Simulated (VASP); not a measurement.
SiO2, 6 atoms in the cell. Symmetry: P4_2nm, No. 102, tetragonal system. Conventional cell: a = 4.185 Å, b = 4.185 Å, c = 2.669 Å, α = 90.00°, β = 90.00°, γ = 90.00°. Within 2.3 Å of Si (site symmetry 2mm) lie 6 O at 1.72 to 1.81 Å. Within 2.3 Å of O (site symmetry m) lie 3 Si at 1.72 to 1.81 Å and 1 O at 2.30 Å.  This cell differs from its parent crystal: mode 13 (655.2 1/cm) frozen in, largest displacement +0.025 Å.

```yaml
Program: VASP 6.6.1
Task: single point
Functional: r2SCAN
Potentials_or_basis: VASP PAW PBE potentials, release 64 (Si, O)
Cutoff: 520 eV
k_mesh: 6 × 6 × 8
Occupations: gaussian, width 0.05 eV
Spin: no spin polarisation
Dipole_correction: no
Further_INCAR_settings: ALGO = Normal; EDIFF = 1e-07; NBANDS = 25
```

Potentials or basis: VASP PAW PBE potentials, release 64 (Si, O).

The run is started by

```console
$ cat potpaw_PBE.64/Si/POTCAR potpaw_PBE.64/O/POTCAR > POTCAR
$ cp INCAR.step1 INCAR
$ mpirun -np 1 vasp_std > vasp.out
$ cp INCAR.step2 INCAR
$ mpirun -np 1 vasp_std > vasp.out
```

Hardware: 1 thread of Intel(R) Xeon(R) Platinum 8488C (Sapphire Rapids) (shared host).

Problem. Estimate the wall time of this run.

Solution. It took 73 s on 1 thread of Intel(R) Xeon(R) Platinum 8488C (Sapphire Rapids), with other jobs on the host, peak memory 0.18 GiB. Counts: k points 50.
